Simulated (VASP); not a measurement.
Runs of VASP 6.6.1 on MgF2. The structure is that of space group P4_2/mnm (No. 136), or close to it. The cells are those of the table. 

```csv
task,level,cell,k mesh,cutoff (eV),smearing,grid for exact exchange (PRECFOCK),share of exact exchange,gap on the mesh (eV),pressure (GPa),largest force (eV/Å)
single point,PBE,"a = 4.698, b = 4.698, c = 3.093 Å, 6 atoms",6 × 6 × 8,600,fermi-dirac 0.02 eV,-,-,6.80,-1.0,-
single point,PBEsol,"a = 4.639, b = 4.639, c = 3.063 Å, 6 atoms",6 × 6 × 8,600,fermi-dirac 0.02 eV,-,-,6.86,-1.0,-
single point,r2SCAN,"a = 4.622, b = 4.622, c = 3.046 Å, 6 atoms",6 × 6 × 8,660,gaussian 0.01 eV,-,-,8.03,-1.5,0.01
single point,r2SCAN,"a = 4.622, b = 4.622, c = 3.046 Å, 6 atoms",6 × 6 × 8,660,fermi-dirac 0.02 eV,-,-,8.03,-1.5,0.01
relaxation of cell and atoms,PBEsol,"relaxed from a = 4.698, b = 4.698, c = 3.093 Å, 6 atoms",6 × 6 × 8,600,fermi-dirac 0.02 eV,-,-,6.93,0.0,-
single point,PBE,"a = 4.622, b = 4.622, c = 3.046 Å, 6 atoms",6 × 6 × 8,600,fermi-dirac 0.02 eV,-,-,(a),3.9,0.03
single point,PBE0,"a = 4.622, b = 4.622, c = 3.046 Å, 6 atoms",4 × 4 × 6,520,gaussian 0.01 eV,Normal,0.25,10.18,(b),0.02
```

Alike in all rows: potentials or basis VASP PAW PBE potentials, release 64 (Mg, F); no spin polarisation.

Problem. Fill in the values left out.

Solution. (a) 7.12; (b) 0.6.

Caveats: the PAW data sets were made with another functional, which shifts forces and pressure a little (at least some runs); the cell stands under pressure (at least some runs).

A k mesh can miss the band edges.
